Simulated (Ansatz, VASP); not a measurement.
One calculation of SrO, two programs

Contents of POSCAR:

```
SrO
1.0
    0.0000000000      2.5801476905      2.5801476905
    2.5801476905      0.0000000000      2.5801476905
    2.5801476905      2.5801476905      0.0000000000
Sr O
1 1
Direct
    0.0209780967      0.0209780967      0.0209780967
    0.5000000000      0.5000000000      0.5000000000
```

The input INCAR.step1:

```
SYSTEM = SrO
PREC = Accurate
ENCUT = 520
ISMEAR = 0
SIGMA = 0.05
LREAL = .False.
LASPH = .True.
NELM = 100
NBANDS = 15
GGA = PE
ALGO = Normal
EDIFF = 1E-4
LWAVE = .True.
LCHARG = .False.
```

The input INCAR.step2:

```
SYSTEM = SrO
PREC = Accurate
ENCUT = 520
EDIFF = 1E-6
ISMEAR = 0
SIGMA = 0.05
LREAL = .False.
LASPH = .True.
NELM = 100
ALGO = Normal
ISIF = 2
LWAVE = .False.
LCHARG = .True.
METAGGA = R2SCAN
LMIXTAU = .True.
LELF = .True.
LVHAR = .True.
NBANDS = 15
ISTART = 1
```

File KPOINTS:

```
Automatic mesh
0
Gamma
  8 8 8
  0 0 0
```

Input for Ansatz:

```yaml
crystal:
  lattice:
    - [0.0, 2.5801476905, 2.5801476905]
    - [2.5801476905, 0.0, 2.5801476905]
    - [2.5801476905, 2.5801476905, 0.0]
  atoms:
    - { symbol: Sr, position: [0.0209780967, 0.0209780967, 0.0209780967] }
    - { symbol: O, position: [0.5, 0.5, 0.5] }
basis:
  ecutwfc: 500
kpoints:
  mp_grid: { grid: [8, 8, 8] }
hamiltonian:
  xc: r2scan
scf:
  occupations: { method: gaussian, width: 0.05 }
output:
  forces: true
  stress: true
  eigenvalues: true
```

Change from the starting cell: all Sr atoms moved +0.188 Å, as atom 1 along Cartesian [1 1 1].

Alike in both runs: task single point; functional r2SCAN; k mesh 8 × 8 × 8; occupations gaussian, width 0.05 eV; no spin polarisation.

|  | VASP | Ansatz |
| --- | --- | --- |
| version | VASP 6.6.1 | Ansatz 0.2.0 |
| potentials or method | VASP PAW PBE potentials, release 64 (Sr_sv, O), cutoff 520 eV | scalar-relativistic, plane waves, PAW |
| valence electrons in the cell | 16 | 16 |

|  | VASP | Ansatz | Ansatz less VASP |
| --- | --- | --- | --- |
| gap on the k mesh at the Fermi level (eV) | 4.02 | 4.06 | +0.048 |
| least direct gap on the mesh (eV) | 4.05 | 4.09 | +0.037 |
| pressure (GPa) | 1.4 | 0.9 | -0.55 |
| traceless stress, the component that is largest in VASP (GPa) | -0.20 | -0.19 | +0.018 |
| rms of the force components (eV/Å) | 0.272 | 0.256 | -0.0158 |

VASP's potentials were made for PBE, not for r2SCAN. Atom by atom the forces differ by 0.016 eV/Å (rms over components). With one functional, cell and mesh, what is left measures potentials, basis and numerics.
